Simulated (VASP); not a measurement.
# KCl in VASP: a series of runs, part 2 of 2

VASP 6.6.1. Earlier steps stand in the parts before.

## 4. Electric field gradients, PBE (zz strain of -1 %)

INCAR reads:

```
ALGO = Normal ; EDIFF = 1E-8
ENCUT = 520 ; GGA = PE
ISIF = 2 ; ISMEAR = -1
LASPH = T ; LCHARG = F
LEFG = T ; LREAL = F
LWAVE = F ; NBANDS = 15
NELM = 80 ; PREC = Accurate
SIGMA = 0.03
```

KPOINTS reads:

```
k-points
0
Gamma
  7 7 7
```

POSCAR reads:

```
KCl
1.0
    0.0000000000      3.1561000000      3.1245390000
    3.1561000000      0.0000000000      3.1245390000
    3.1561000000      3.1561000000      0.0000000000
K Cl
1 1
Direct
    0.0000000000      0.0000000000      0.0000000000
    0.5000000000      0.5000000000      0.5000000000
```

Potentials or basis: VASP PAW PBE potentials, release 64 (K_sv, Cl).

On the command line:

```
$ cat potpaw_PBE.64/K_sv/POTCAR potpaw_PBE.64/Cl/POTCAR > POTCAR
$ mpirun -np 1 vasp_std > vasp.out
```

OUTCAR:

```text
EDIFF = 1E-8
   ENCUT = 520
   GGA = PE
   ISIF = 2
   ISMEAR = -1
   LASPH = T
   LREAL = F
   NELM = 80
   PREC = Accurate

 ion  position               nearest neighbor table
   1  0.000  0.000  0.000-   2 3.12   2 3.12   2 3.16   2 3.16   2 3.16   2 3.16
   2  0.500  0.500  0.500-   1 3.12   1 3.12   1 3.16   1 3.16   1 3.16   1 3.16

  LATTYP: Found a body centered tetragonal cell.
 ALAT       =     4.4633994242
 C/A-ratio  =     1.4000714267

  Lattice vectors:
[... 645 lines left out ...]

  FREE ENERGIE OF THE ION-ELECTRON SYSTEM (eV)
  ---------------------------------------------------
  free  energy   TOTEN  =        -6.8030935908 eV

  energy  without entropy=       -6.8030935908  energy(sigma->0) =       -6.80309359

 Electric field gradients (V/A^2)
---------------------------------------------------------------------
 ion       V_xx      V_yy      V_zz      V_xy      V_xz      V_yz
---------------------------------------------------------------------
   1       0.985     0.985    -1.969    -0.000    -0.000    -0.000
   2       0.526     0.526    -1.052     0.000     0.000     0.000
---------------------------------------------------------------------

 Electric field gradients after diagonalization (V/A^2)
 (convention: |V_zz| > |V_xx| > |V_yy|)
----------------------------------------------------------------------
 ion       V_xx      V_yy      V_zz     asymmetry (V_yy - V_xx)/ V_zz
----------------------------------------------------------------------
   1       0.985     0.984    -1.969       0.000
   2       0.526     0.526    -1.052       0.000
----------------------------------------------------------------------

           NMR quadrupolar parameters

 Cq : quadrupolar parameter    Cq=e*Q*V_zz/h
 eta: asymmetry parameters     (V_yy - V_xx)/ V_zz
 Q  : nuclear electric quadrupole moment in mb (millibarn)
----------------------------------------------------------------------
 ion       Cq(MHz)       eta       Q (mb)
----------------------------------------------------------------------
   1      -0.005       0.000       1.000
   2      -0.003       0.000       1.000
----------------------------------------------------------------------
```

OSZICAR:

```text
N       E                     dE             d eps       ncg     rms          rms(c)
DAV:   1     0.103217537101E+03    0.10322E+03   -0.71364E+03  1200   0.961E+02
DAV:   2    -0.543482332495E+00   -0.10376E+03   -0.95728E+02  1531   0.239E+02
DAV:   3    -0.682070099663E+01   -0.62772E+01   -0.62432E+01  1648   0.521E+01
DAV:   4    -0.709196178934E+01   -0.27126E+00   -0.27119E+00  1809   0.949E+00
DAV:   5    -0.709429372716E+01   -0.23319E-02   -0.23319E-02  1662   0.100E+00    0.334E+00
DAV:   6    -0.680443153789E+01    0.28986E+00   -0.41688E-01  1557   0.328E+00    0.273E+00
DAV:   7    -0.678963024801E+01    0.14801E-01   -0.10287E-01  1634   0.182E+00    0.157E+00
DAV:   8    -0.680175394228E+01   -0.12124E-01   -0.15889E-02  1421   0.946E-01    0.176E-01
DAV:   9    -0.680250962491E+01   -0.75568E-03   -0.96686E-04  1641   0.196E-01    0.967E-02
DAV:  10    -0.680308544530E+01   -0.57582E-03   -0.61266E-04  1242   0.154E-01    0.211E-02
DAV:  11    -0.680309016726E+01   -0.47220E-05   -0.24192E-05  1736   0.275E-02    0.546E-03
DAV:  12    -0.680309322133E+01   -0.30541E-05   -0.41293E-06  1305   0.142E-02    0.446E-03
DAV:  13    -0.680309344915E+01   -0.22781E-06   -0.46463E-07  1648   0.372E-03    0.950E-04
DAV:  14    -0.680309358437E+01   -0.13522E-06   -0.90155E-08  1340   0.188E-03    0.331E-04
DAV:  15    -0.680309359078E+01   -0.64108E-08   -0.14903E-09  1328   0.264E-04
   1 F= -.68030936E+01 E0= -.68030936E+01  d E =-.252890E-10
```

stdout:

```text
POSCAR found type information on POSCAR K Cl
 POSCAR found :  2 types and       2 ions
 scaLAPACK will be used
 LDA part: xc-table for (Slater+PW92), standard interpolation
 POSCAR, INCAR and KPOINTS ok, starting setup
 FFT: planning ... GRIDC
 FFT: planning ... GRID_SOFT
 FFT: planning ... GRID
 WAVECAR not read
 entering main loop
ion   1

ion   2
```

Run time: 21 s. Hardware: 1 thread of Intel Xeon 6975P-C (Granite Rapids), shared host; peak memory 0.21 GiB.

What came out:

```yaml
Free_energy: -6.8031 eV
Pressure: 0.8 GPa
Band_gap_on_the_k_mesh: 5.19 eV, direct
```

Electric field gradients, principal values (V/Å²):
```csv
atom,least,middle,greatest (by size)
1 K,0.984,0.985,-1.969
2 Cl,0.526,0.526,-1.052
```

Caveat: the cell differs from its parent crystal (zz strain of -1 %); without QUAD_EFG the Cq values of the log hold for a quadrupole moment of 1 mb, not for the nuclei. A k mesh can miss the band edges.

## 5. Electric field gradients, PBE (zz strain of +1 %)

INCAR reads:

```
  ALGO = Normal
  EDIFF = 1E-8
  ENCUT = 520
  GGA = PE
  ISIF = 2
  ISMEAR = -1
  LASPH = T
  LCHARG = F
  LEFG = T
  LREAL = F
  LWAVE = F
  NBANDS = 15
  NELM = 80
  PREC = Accurate
  SIGMA = 0.03
```

KPOINTS is that of step 4.

POSCAR reads:

```
KCl
1.0
    0.0000000000      3.1561000000      3.1876610000
    3.1561000000      0.0000000000      3.1876610000
    3.1561000000      3.1561000000      0.0000000000
K Cl
1 1
Direct
    0.0000000000      0.0000000000      0.0000000000
    0.5000000000      0.5000000000      0.5000000000
```

Potentials or basis: VASP PAW PBE potentials, release 64 (K_sv, Cl).

On the command line:

```
$ cat potpaw_PBE.64/K_sv/POTCAR potpaw_PBE.64/Cl/POTCAR > POTCAR
$ mpirun -np 1 vasp_std > vasp.out
```

OUTCAR:

```text
EDIFF = 1E-8
   ENCUT = 520
   GGA = PE
   ISIF = 2
   ISMEAR = -1
   LASPH = T
   LREAL = F
   NELM = 80
   PREC = Accurate

 ion  position               nearest neighbor table
   1  0.000  0.000  0.000-   2 3.16   2 3.16   2 3.16   2 3.16   2 3.19   2 3.19
   2  0.500  0.500  0.500-   1 3.16   1 3.16   1 3.16   1 3.16   1 3.19   1 3.19

  LATTYP: Found a body centered tetragonal cell.
 ALAT       =     4.4633994242
 C/A-ratio  =     1.4283556980

  Lattice vectors:
[... 645 lines left out ...]

  FREE ENERGIE OF THE ION-ELECTRON SYSTEM (eV)
  ---------------------------------------------------
  free  energy   TOTEN  =        -6.8082213325 eV

  energy  without entropy=       -6.8082213325  energy(sigma->0) =       -6.80822133

 Electric field gradients (V/A^2)
---------------------------------------------------------------------
 ion       V_xx      V_yy      V_zz      V_xy      V_xz      V_yz
---------------------------------------------------------------------
   1      -0.925    -0.925     1.850    -0.000    -0.000    -0.000
   2      -0.452    -0.452     0.904    -0.000    -0.000    -0.000
---------------------------------------------------------------------

 Electric field gradients after diagonalization (V/A^2)
 (convention: |V_zz| > |V_xx| > |V_yy|)
----------------------------------------------------------------------
 ion       V_xx      V_yy      V_zz     asymmetry (V_yy - V_xx)/ V_zz
----------------------------------------------------------------------
   1      -0.926    -0.925     1.850       0.000
   2      -0.452    -0.452     0.904       0.000
----------------------------------------------------------------------

           NMR quadrupolar parameters

 Cq : quadrupolar parameter    Cq=e*Q*V_zz/h
 eta: asymmetry parameters     (V_yy - V_xx)/ V_zz
 Q  : nuclear electric quadrupole moment in mb (millibarn)
----------------------------------------------------------------------
 ion       Cq(MHz)       eta       Q (mb)
----------------------------------------------------------------------
   1       0.004       0.000       1.000
   2       0.002       0.000       1.000
----------------------------------------------------------------------
```

OSZICAR:

```text
N       E                     dE             d eps       ncg     rms          rms(c)
DAV:   1     0.102626934699E+03    0.10263E+03   -0.70028E+03  1200   0.944E+02
DAV:   2    -0.619793864644E+00   -0.10325E+03   -0.96591E+02  1551   0.240E+02
DAV:   3    -0.687692510019E+01   -0.62571E+01   -0.62286E+01  1664   0.520E+01
DAV:   4    -0.710327465177E+01   -0.22635E+00   -0.22629E+00  1867   0.897E+00
DAV:   5    -0.710504484883E+01   -0.17702E-02   -0.17702E-02  1684   0.877E-01    0.324E+00
DAV:   6    -0.680994116093E+01    0.29510E+00   -0.42513E-01  1536   0.326E+00    0.265E+00
DAV:   7    -0.679450705922E+01    0.15434E-01   -0.10248E-01  1641   0.181E+00    0.153E+00
DAV:   8    -0.680683453118E+01   -0.12327E-01   -0.16217E-02  1467   0.948E-01    0.178E-01
DAV:   9    -0.680762595052E+01   -0.79142E-03   -0.99158E-04  1641   0.198E-01    0.972E-02
DAV:  10    -0.680821290510E+01   -0.58695E-03   -0.61256E-04  1228   0.156E-01    0.194E-02
DAV:  11    -0.680821779945E+01   -0.48944E-05   -0.22837E-05  1742   0.268E-02    0.568E-03
DAV:  12    -0.680822090176E+01   -0.31023E-05   -0.39541E-06  1277   0.141E-02    0.460E-03
DAV:  13    -0.680822119546E+01   -0.29370E-06   -0.50438E-07  1620   0.374E-03    0.944E-04
DAV:  14    -0.680822132367E+01   -0.12821E-06   -0.10783E-07  1291   0.209E-03    0.310E-04
DAV:  15    -0.680822133251E+01   -0.88376E-08   -0.13744E-09  1363   0.271E-04
   1 F= -.68082213E+01 E0= -.68082213E+01  d E =-.329338E-11
```

It took 20 s on 1 thread of Intel Xeon 6975P-C (Granite Rapids), shared host; peak memory 0.21 GiB.

What came out:

```yaml
Free_energy: -6.8082 eV
Pressure: 0.4 GPa
Band_gap_on_the_k_mesh: 5.12 eV, direct
```

Stress tensor (GPa, compression positive):
```
0.53 0.00 0.00
0.00 0.53 0.00
0.00 0.00 0.19
```

Levels at points of the mesh, in eV from the valence-band top:
```csv
k point,band 4,band 5,band 6,band 7,band 8,band 9,band 10,band 11,band 12,band 13
"(0.00, 0.00, 0.00)",-10.71,-10.71,-0.01,0.00,0.00,5.12,8.33,8.39,8.39,9.21
```

Electric field gradients, principal values (V/Å²):
```tsv
atom	least	middle	greatest (by size)
1 K	-0.925	-0.926	1.850
2 Cl	-0.452	-0.452	0.904
```

Caveat: the cell differs from its parent crystal (zz strain of +1 %); without QUAD_EFG the Cq values of the log hold for a quadrupole moment of 1 mb, not for the nuclei. A k mesh can miss the band edges.

## 6. Summary

| cell | gap on the mesh (eV) | pressure (GPa) |
| --- | --- | --- |
| a = 4.441 Å, angles 60.7°, 2 atoms | 5.14 | 0.6 |
| a = 4.531 Å, angles 58.0°, 2 atoms | 5.12 | 0.6 |
| a = 4.441, b = 4.441, c = 4.463 Å, angles 59.8, 59.8, 60.3°, 2 atoms | 5.19 | 0.8 |
| a = 4.486, b = 4.486, c = 4.463 Å, angles 60.2, 60.2, 59.7°, 2 atoms | 5.12 | 0.4 |

Alike in all rows: task electric field gradients; level PBE; potentials or basis VASP PAW PBE potentials, release 64 (K_sv, Cl); no spin polarisation; k mesh 7 × 7 × 7; cutoff (eV) 520; smearing fermi-dirac 0.03 eV.

Total energies depend on the potentials used, so only differences within one code and one set of settings carry meaning.
